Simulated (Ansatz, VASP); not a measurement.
## One calculation of Ca, two programs

File INCAR:

```
PREC     = Accurate       # precision mode
ENCUT    = 520            # plane-wave cutoff, eV
EDIFF    = 1E-7           # SCF threshold, eV
ISMEAR   = -1             # smearing method
SIGMA    = 0.08           # smearing width, eV
LREAL    = F              # projectors in reciprocal space
LASPH    = T              # aspherical terms in the spheres
NELM     = 60             # most SCF steps
ALGO     = Normal         # electronic algorithm
ISIF     = 2              # what is computed and relaxed
LWAVE    = F              # write WAVECAR
LCHARG   = F              # write CHGCAR
GGA      = PE             # functional
NBANDS   = 11             # bands
```

Contents of KPOINTS:

```
Automatic mesh
0
Gamma
  12 12 11
```

The input POSCAR:

```
Ca
1.0
    2.9137484871      0.0000000000      0.0000000000
   -1.4568742435      2.5233802101      0.0000000000
    0.0000000000      0.0000000000      2.6306085506
Ca
1
Direct
    0.0000000000      0.0000000000      0.0000000000
```

Input for Ansatz:

```yaml
crystal:
  lattice:
    - [2.9137484871, 0.0, 0.0]
    - [-1.4568742435, 2.5233802101, 0.0]
    - [0.0, 0.0, 2.6306085506]
  atoms:
    - { symbol: Ca, position: [0.0, 0.0, 0.0] }
kpoints:
  mp_grid: { grid: [12, 12, 11] }
  band_path:
    path:
      - [0.0, 0.0, 0.0]
      - [0.5, 0.0, 0.0]
      - [0.3333333333, 0.3333333333, 0.0]
      - [0.0, 0.0, 0.0]
      - [0.0, 0.0, 0.5]
      - [0.5, 0.0, 0.5]
      - [0.3333333333, 0.3333333333, 0.5]
      - [0.0, 0.0, 0.5]
      - [0.5, 0.0, 0.5]
    npoints: 8
scf:
  occupations: { method: fermi_dirac, width: 0.08 }
hamiltonian:
  xc: pbe
  pseudopotentials: { kind: all_electron, lapw: { basis_error: 0.001 } }
output:
  forces: true
  stress: true
  eigenvalues: true
  populations: true
  dos: { projected: true, de: 0.2, e_range: [-14, 8] }
```

Change from the starting cell: volume scaled by 0.45, LAPW.

Alike in both runs: task single point; functional PBE; k mesh 12 × 12 × 11; occupations fermi-dirac, width 0.08 eV; no spin polarisation.

```csv
,VASP,Ansatz
version,VASP 6.6.1,Ansatz 0.2.0
potentials or method,"VASP PAW PBE potentials, release 64 (Ca_sv), cutoff 520 eV","all-electron LAPW, scalar-relativistic"
```

Ansatz gave:

* pressure (GPa): 37.1
* traceless stress, the component that is largest in VASP (GPa): -0.06

**Question.** What did VASP give for the same quantities?

**Answer.** Pressure (GPa): 37.4; traceless stress, the component that is largest in VASP (GPa): 0.19.

Both programs put the cell under a high pressure, so it lies far from rest at this level. Ansatz ran all-electron here, and VASP with PAW potentials.
